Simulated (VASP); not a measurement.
Crystal: RbBr.

```
CELL_PARAMETERS angstrom
4.12425 0.00000 0.00000
0.00000 4.12425 0.00000
0.00000 0.00000 4.12425
ATOMIC_POSITIONS crystal
Rb 0.00000 0.00000 0.00000
Br 0.50000 0.50000 0.50000
```

Base run:

```yaml
Program: VASP 6.6.1
Functional: HF
Potentials_or_basis: VASP PAW PBE potentials, release 64 (Rb_sv, Br)
Cutoff: 520 eV
k_mesh: 4 × 4 × 4
Occupations: gaussian, width 0.01 eV
Spin: no spin polarisation
```

Its results: band gap on the k mesh 12.01 eV (least direct gap 12.21 eV); pressure 2.5 GPa.

Question: The run is repeated on the same cell with these changes: functional from HF to PBE0; share of exact exchange from 1 to 0.25. What comes out?

Answer: Band gap on the k mesh 5.99 eV (least direct gap 6.16 eV); pressure 0.4 GPa.

Caveats: the PAW data sets were made with another functional, which shifts forces and pressure a little.

A k mesh can miss the band edges.
